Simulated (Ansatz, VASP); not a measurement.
Zr2C3: VASP beside Ansatz

```
Zr C
1.0
     4.43429    0.00000    0.00000
     0.00000    4.43429    0.00000
     0.00000    0.00000    3.09964
Zr C
2 3
Direct
  0.50000 0.00000 0.71765
  0.00000 0.50000 0.28235
  0.00000 0.00000 0.00000
  0.50000 0.50000 0.50000
  0.00000 0.00000 0.50000
```

Change from the starting cell: ordered vacancies on the anion sites of fluorite (P-4m2, No. 115).

Alike in both runs: task relaxation of cell and atoms; functional PBE; k mesh 4 × 4 × 6; occupations gaussian, width 0.1 eV; no spin polarisation.

|  | VASP | Ansatz |
| --- | --- | --- |
| version | VASP 6.6.1 | Ansatz 0.2.0 |
| potentials or method | VASP PAW PBE potentials, release 64 (Zr_sv, C), cutoff 600 eV | scalar-relativistic, plane waves, PAW |
| valence electrons in the cell | 36 | 36 |

VASP gave:

```
gap on the k mesh at the Fermi level, each at its own relaxed structure (eV) : none
relaxed volume (Å³/atom)                                                     : 12.47
relaxed cell length with the largest relative difference (Å)                 : 3.180
```

Estimate Ansatz's values.

gap on the k mesh at the Fermi level, each at its own relaxed structure (eV): none; relaxed volume (Å³/atom): 12.43; relaxed cell length with the largest relative difference (Å): 3.171.

A gap of «none» marks a metal or a gap that the smearing closes.
